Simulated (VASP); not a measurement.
Runs of VASP 6.6.1 on MgS. The structure is that of space group Fm-3m (No. 225), or close to it. The cells are those of the table. 

```tsv
cell	gap on the mesh (eV)	pressure (GPa)
a = 3.663, b = 3.663, c = 3.636 Å, angles 59.8, 59.8, 90.0°, 2 atoms	2.54	-1.7
a = 3.590, b = 3.590, c = 3.619 Å, angles 60.3, 60.3, 90.0°, 2 atoms	2.61	(b)
a = 3.699, b = 3.699, c = 3.641 Å, angles 59.5, 59.5, 90.0°, 2 atoms	2.44	-2.5
a = 3.644, b = 3.644, c = 3.631 Å, angles 59.9, 59.9, 90.0°, 2 atoms	2.60	-1.2
a = 3.554, b = 3.554, c = 3.611 Å, angles 60.5, 60.5, 90.0°, 2 atoms	(a)	2.2
a = 3.699, b = 3.699, c = 3.645 Å, angles 59.5, 59.5, 90.0°, 2 atoms	2.45	-2.7
```

Alike in all rows: task single point; level LDA; potentials or basis VASP PAW LDA potentials, release 64 (Mg, S); no spin polarisation; k mesh 8 × 8 × 8; cutoff (eV) 520; smearing gaussian 0.01 eV.

Estimate the missing entries.

(a) 2.57; (b) 0.7.

A k mesh can miss the band edges.
